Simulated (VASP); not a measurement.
Input of a VASP 6.6.1 run:

The input INCAR:

```
PREC = Accurate
ENCUT = 520
EDIFF = 1E-7
ISMEAR = -1
SIGMA = 0.02
LREAL = F
LASPH = T
NELM = 100
ALGO = Normal
ISIF = 2
LWAVE = F
LCHARG = T
GGA = PE
LELF = T
LVHAR = T
NBANDS = 11
```

The input KPOINTS:

```
regular mesh
0
Gamma
  8 8 8
```

File POSCAR:

```
MgS
1.0
    0.0000000000      2.8308768404      2.8308768404
    2.8308768404      0.0000000000      2.8308768404
    2.8308768404      2.8308768404      0.0000000000
Mg S
1 1
Direct
    0.0000000000      0.0000000000      0.0000000000
    0.2500000000      0.2500000000      0.2500000000
```

Potentials or basis: VASP PAW PBE potentials, release 64 (Mg, S).

Command:

```bash
$ cat potpaw_PBE.64/Mg/POTCAR potpaw_PBE.64/S/POTCAR > POTCAR
$ mpirun -np 1 vasp_std > vasp.out
```

Q: Estimate the band gap on the k mesh.

A: 3.46 eV, direct.

Q: Predict the pressure.

A: 0.9 GPa.

A k mesh can miss the band edges. PBE gaps usually lie below the measured ones, often by a third to a half.
